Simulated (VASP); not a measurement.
# BP (F-43m) in VASP: further runs, part 2 of 2

VASP 6.6.1. The steps go on from the part before.

## 3. Relaxation of the atoms, r2SCAN

This run uses another cell than the first one, of 12.37 Å³/atom.

POSCAR

```
BP
1.0
    0.0000000000      2.3126684400      2.3126684400
    2.3126684400      0.0000000000      2.3126684400
    2.3126684400      2.3126684400      0.0000000000
B P
1 1
Direct
    0.0000000000      0.0000000000      0.0000000000
    0.2500000000      0.2500000000      0.2500000000
```

INCAR.step1

```
SYSTEM = BP
PREC = Accurate
ENCUT = 520
ISMEAR = -1
SIGMA = 0.02
LREAL = .FALSE.
LASPH = .TRUE.
NELM = 60
GGA = PE
ALGO = Normal
EDIFF = 1E-4
LWAVE = .TRUE.
LCHARG = .FALSE.
```

INCAR.step2

```
SYSTEM = BP
PREC = Accurate
ENCUT = 520
EDIFF = 1E-6
ISMEAR = -1
SIGMA = 0.02
LREAL = .FALSE.
LASPH = .TRUE.
NELM = 60
ALGO = Normal
ISIF = 2
LWAVE = .FALSE.
LCHARG = .FALSE.
METAGGA = R2SCAN
LMIXTAU = .TRUE.
IBRION = 2
NSW = 50
EDIFFG = -0.01
ISTART = 1
```

KPOINTS

```
regular mesh
0
G
  10 10 10
  0 0 0
```

Potentials or basis: VASP PAW PBE potentials, release 64 (B, P).

On the command line:

```bash
$ cat potpaw_PBE.64/B/POTCAR potpaw_PBE.64/P/POTCAR > POTCAR
$ cp INCAR.step1 INCAR
$ mpirun -np 1 vasp_std > vasp.out
$ cp INCAR.step2 INCAR
$ mpirun -np 1 vasp_std > vasp.out
```

Wall time 38 s (1 thread of Intel Xeon 8259CL, shared host); peak memory 0.14 GiB.

The run converged. Its results:

```
Free energy             : -17.2678 eV
Pressure after relaxing : -9.3 GPa
Band gap on the k mesh  : 1.52 eV (least direct gap 3.56 eV)
```

Final structure:
```xyz
2
Lattice="0.0000 2.3127 2.3127 2.3127 0.0000 2.3127 2.3127 2.3127 0.0000" Properties=species:S:1:pos:R:3 pbc="T T T"
B     0.0000    0.0000    0.0000
P     1.1563    1.1563    1.1563
```

Levels at points of the mesh, in eV from the valence-band top:
| k point | band 1 | band 2 | band 3 | band 4 | band 5 | band 6 | band 7 | band 8 |
| --- | --- | --- | --- | --- | --- | --- | --- | --- |
| (0.00, 0.00, 0.00) | -15.74 | 0.00 | 0.00 | 0.00 | 3.56 | 3.56 | 3.56 | 7.11 |
| (0.50, 0.00, 0.00) | -12.47 | -9.09 | -1.79 | -1.79 | 3.78 | 4.99 | 4.99 | 10.70 |
| (0.50, 0.50, 0.00) | -10.89 | -8.82 | -4.13 | -4.13 | 1.65 | 1.96 | 12.50 | 12.50 |

Caveat: the relaxation stopped at its first step, so nothing moved; the PAW data sets were made with another functional, which shifts forces and pressure a little.

## 4. Relaxation of the atoms, r2SCAN

This run uses another cell than the first one, of 10.97 Å³/atom.

POSCAR

```
BP
1.0
    0.0000000000      2.2218805800      2.2218805800
    2.2218805800      0.0000000000      2.2218805800
    2.2218805800      2.2218805800      0.0000000000
B P
1 1
Direct
    0.0000000000      0.0000000000      0.0000000000
    0.2500000000      0.2500000000      0.2500000000
```

INCAR.step1

```
PREC = Accurate
ENCUT = 520
ISMEAR = -1
SIGMA = 0.02
LREAL = F
LASPH = T
NELM = 100
GGA = PE
ALGO = Normal
EDIFF = 1E-4
LWAVE = T
LCHARG = F
```

INCAR.step2

```
PREC = Accurate
ENCUT = 520
EDIFF = 1E-7
ISMEAR = -1
SIGMA = 0.02
LREAL = F
LASPH = T
NELM = 100
ALGO = Normal
ISIF = 2
LWAVE = F
LCHARG = F
METAGGA = R2SCAN
LMIXTAU = T
IBRION = 2
NSW = 50
EDIFFG = -0.01
ISTART = 1
```

KPOINTS

```
regular mesh
0
Gamma
  10 10 10
```

On the command line:

```bash
$ cat potpaw_PBE.64/B/POTCAR potpaw_PBE.64/P/POTCAR > POTCAR
$ cp INCAR.step1 INCAR
$ mpirun -np 1 vasp_std > vasp.out
$ cp INCAR.step2 INCAR
$ mpirun -np 1 vasp_std > vasp.out
```

Wall time 13 s (1 thread of Intel Xeon 6975P-C (Granite Rapids), shared host); peak memory 0.13 GiB.

It converged, with:

| Quantity | Value |
| --- | --- |
| Free energy | -17.2660 eV |
| Pressure after relaxing | 11.2 GPa |
| Band gap on the k mesh | 1.36 eV (least direct gap 3.74 eV) |

Final structure:
```cif
data_structure
_symmetry_space_group_name_H-M 'P 1'
_symmetry_Int_Tables_number 1
_cell_length_a 3.1422
_cell_length_b 3.1422
_cell_length_c 3.1422
_cell_angle_alpha 60.000
_cell_angle_beta 60.000
_cell_angle_gamma 60.000
_cell_volume 21.94
loop_
_atom_site_label
_atom_site_type_symbol
_atom_site_fract_x
_atom_site_fract_y
_atom_site_fract_z
_atom_site_occupancy
B1 B 0.00000 0.00000 0.00000 1
P1 P 0.25000 0.25000 0.25000 1
```

Levels at points of the mesh, in eV from the valence-band top:
```csv
k point,band 2,band 3,band 4,band 5,band 6,band 7
"(0.00, 0.00, 0.00)",0.00,0.00,0.00,3.74,3.74,3.74
"(0.50, 0.00, 0.00)",-9.98,-1.94,-1.94,4.54,5.07,5.07
"(0.50, 0.50, 0.00)",-9.47,-4.58,-4.58,1.41,1.86,13.69
```

Caveat: the relaxation stopped at its first step, so nothing moved; the PAW data sets were made with another functional, which shifts forces and pressure a little. r2SCAN opens gaps a little over a GGA but as a rule still falls short of measured ones.

## 5. Relaxation of the atoms, r2SCAN

This run uses another cell than the first one, of 11.20 Å³/atom.

POSCAR

```
BP
1.0
    0.0000000000      2.2375281500      2.2375281500
    2.2375281500      0.0000000000      2.2375281500
    2.2375281500      2.2375281500      0.0000000000
B P
1 1
Direct
    0.0000000000      0.0000000000      0.0000000000
    0.2500000000      0.2500000000      0.2500000000
```

INCAR.step1

```
ALGO = Normal
EDIFF = 1E-4
ENCUT = 520
GGA = PE
ISMEAR = -1
LASPH = True
LCHARG = False
LREAL = False
LWAVE = True
NELM = 100
PREC = Accurate
SIGMA = 0.02
```

INCAR.step2

```
ALGO = Normal
EDIFF = 1E-6
EDIFFG = -0.01
ENCUT = 520
IBRION = 2
ISIF = 2
ISMEAR = -1
ISTART = 1
LASPH = True
LCHARG = False
LMIXTAU = True
LREAL = False
LWAVE = False
METAGGA = R2SCAN
NELM = 100
NSW = 50
PREC = Accurate
SIGMA = 0.02
```

KPOINTS

```
k-points
0
Gamma
  10 10 10
```

On the command line:

```bash
$ cat potpaw_PBE.64/B/POTCAR potpaw_PBE.64/P/POTCAR > POTCAR
$ cp INCAR.step1 INCAR
$ mpirun -np 1 vasp_std > vasp.out
$ cp INCAR.step2 INCAR
$ mpirun -np 1 vasp_std > vasp.out
```

It took 10 s on 1 thread of Intel Xeon 6975P-C (Granite Rapids), shared host; peak memory 0.14 GiB.

The run converged. Its results:

- Free energy: -17.2926 eV
- Pressure after relaxing: 6.9 GPa
- Band gap on the k mesh: 1.39 eV (least direct gap 3.71 eV)

Final structure:
```
CELL_PARAMETERS angstrom
0.00000 2.23753 2.23753
2.23753 0.00000 2.23753
2.23753 2.23753 0.00000
ATOMIC_POSITIONS crystal
B 0.00000 0.00000 0.00000
P 0.25000 0.25000 0.25000
```

Levels at points of the mesh, in eV from the valence-band top:
```
           k point  band 2  band 3  band 4  band 5  band 6  band 7
(0.00, 0.00, 0.00)    0.00    0.00    0.00    3.71    3.71    3.71
(0.50, 0.00, 0.00)   -9.81   -1.92   -1.92    4.41    5.06    5.06
(0.50, 0.50, 0.00)   -9.35   -4.50   -4.50    1.46    1.87   13.48
```

Caveat: the relaxation stopped at its first step, so nothing moved; the PAW data sets were made with another functional, which shifts forces and pressure a little.

## 6. Relaxation of the atoms, r2SCAN

This run uses another cell than the first one, of 11.44 Å³/atom.

POSCAR

```
BP
1.0
    0.0000000000      2.2529598600      2.2529598600
    2.2529598600      0.0000000000      2.2529598600
    2.2529598600      2.2529598600      0.0000000000
B P
1 1
Direct
    0.0000000000      0.0000000000      0.0000000000
    0.2500000000      0.2500000000      0.2500000000
```

INCAR.step1

```
  PREC = Accurate
  ENCUT = 520
  ISMEAR = -1
  SIGMA = 0.02
  LREAL = F
  LASPH = T
  NELM = 60
  GGA = PE
  ALGO = Normal
  EDIFF = 1E-4
  LWAVE = T
  LCHARG = F
```

INCAR.step2

```
  PREC = Accurate
  ENCUT = 520
  EDIFF = 1E-7
  ISMEAR = -1
  SIGMA = 0.02
  LREAL = F
  LASPH = T
  NELM = 60
  ALGO = Normal
  ISIF = 2
  LWAVE = F
  LCHARG = F
  METAGGA = R2SCAN
  LMIXTAU = T
  IBRION = 2
  NSW = 50
  EDIFFG = -0.01
  ISTART = 1
```

KPOINTS

```
regular mesh
0
Gamma
  10 10 10
```

Potentials or basis: VASP PAW PBE potentials, release 64 (B, P).

On the command line:

```bash
$ cat potpaw_PBE.64/B/POTCAR potpaw_PBE.64/P/POTCAR > POTCAR
$ cp INCAR.step1 INCAR
$ mpirun -np 1 vasp_std > vasp.out
$ cp INCAR.step2 INCAR
$ mpirun -np 1 vasp_std > vasp.out
```

Run time: 12 s. Hardware: 1 thread of Intel Xeon 6975P-C (Granite Rapids), shared host; peak memory 0.14 GiB.

Results (log left out):

| Property | Result |
| --- | --- |
| Free energy | -17.3074 eV |
| Pressure after relaxing | 3.0 GPa |
| Band gap on the k mesh | 1.42 eV (least direct gap 3.67 eV) |

Final structure:
```
B P
1.0
     0.00000    2.25296    2.25296
     2.25296    0.00000    2.25296
     2.25296    2.25296    0.00000
B P
1 1
Cartesian
  0.0000 0.0000 0.0000
  1.1265 1.1265 1.1265
```

Levels at points of the mesh, in eV from the valence-band top:
```csv
k point,band 1,band 2,band 3,band 4,band 5,band 6,band 7,band 8
"(0.00, 0.00, 0.00)",-16.46,0.00,0.00,0.00,3.67,3.67,3.67,8.35
"(0.50, 0.00, 0.00)",-12.88,-9.66,-1.89,-1.89,4.27,5.04,5.04,11.00
"(0.50, 0.50, 0.00)",-11.18,-9.24,-4.43,-4.43,1.50,1.89,13.27,13.27
```

Caveat: the relaxation stopped at its first step, so nothing moved; the PAW data sets were made with another functional, which shifts forces and pressure a little. A k mesh can miss the band edges.

## 7. The runs side by side

| cell | gap on the mesh (eV) | pressure (GPa) |
| --- | --- | --- |
| atoms relaxed from a = 3.250 Å, angles 60.0°, 2 atoms | 1.50 | -6.6 |
| atoms relaxed from a = 3.271 Å, angles 60.0°, 2 atoms | 1.52 | -9.3 |
| atoms relaxed from a = 3.142 Å, angles 60.0°, 2 atoms | 1.36 | 11.2 |
| atoms relaxed from a = 3.164 Å, angles 60.0°, 2 atoms | 1.39 | 6.9 |
| atoms relaxed from a = 3.186 Å, angles 60.0°, 2 atoms | 1.42 | 3.0 |

Alike in all rows: task relaxation of the atoms; level r2SCAN; potentials or basis VASP PAW PBE potentials, release 64 (B, P); no spin polarisation; k mesh 10 × 10 × 10; cutoff (eV) 520; smearing fermi-dirac 0.02 eV.

Caveats: the relaxation stopped at its first step, so nothing moved; the PAW data sets were made with another functional, which shifts forces and pressure a little.

Absolute energies hang on the potentials; compare differences alone.
